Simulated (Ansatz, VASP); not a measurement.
# One calculation of Ca, two programs

```
Ca
1.0
     0.00000    2.42943    2.42943
     2.42943    0.00000    2.42943
     2.42943    2.42943    0.00000
Ca
1
Direct
  0.00000 0.00000 0.00000
```

Change from the starting cell: volume scaled by 0.68, LAPW.

Alike in both runs: task single point; functional PBE; k mesh 12 × 12 × 12; occupations fermi-dirac, width 0.08 eV; no spin polarisation.

|  | VASP | Ansatz |
| --- | --- | --- |
| version | VASP 6.6.1 | Ansatz 0.2.0 |
| potentials or method | VASP PAW PBE potentials, release 64 (Ca_sv), cutoff 520 eV | all-electron LAPW, scalar-relativistic |

Ansatz gave:

```
pressure (GPa) : 12.2
```

Estimate VASP's values.

pressure (GPa): 12.3.

Ansatz ran all-electron here, and VASP with PAW potentials.
